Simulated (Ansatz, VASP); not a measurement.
# LaP in VASP and in Ansatz

```
La P
1.0
     0.00000    3.07158    3.07158
     3.07158    0.00000    3.07158
     3.07158    3.07158    0.00000
La P
1 1
Direct
  0.00000 0.00000 0.00000
  0.50000 0.50000 0.50000
```

Change from the starting cell: volume scaled by 1.06, crystal datasets.

Alike in both runs: task electric field gradients; functional LDA; k mesh 10 × 10 × 10; occupations fermi-dirac, width 0.03 eV; no spin polarisation.

```csv
,VASP,Ansatz
version,VASP 6.6.1,Ansatz 0.2.0
potentials or method,"VASP PAW LDA potentials, release 64 (La, P), cutoff 520 eV","all-electron PAW with datasets made for the crystal, scalar-relativistic"
```

|  | VASP | Ansatz | Ansatz less VASP |
| --- | --- | --- | --- |
| pressure (GPa) | -6.8 | -6.7 | +0.05 |

LDA's correlation is that of Perdew and Zunger in VASP and of Perdew and Wang (1992) in Ansatz. Ansatz ran all-electron here, and VASP with PAW potentials.

Spin-orbit coupling is off throughout.
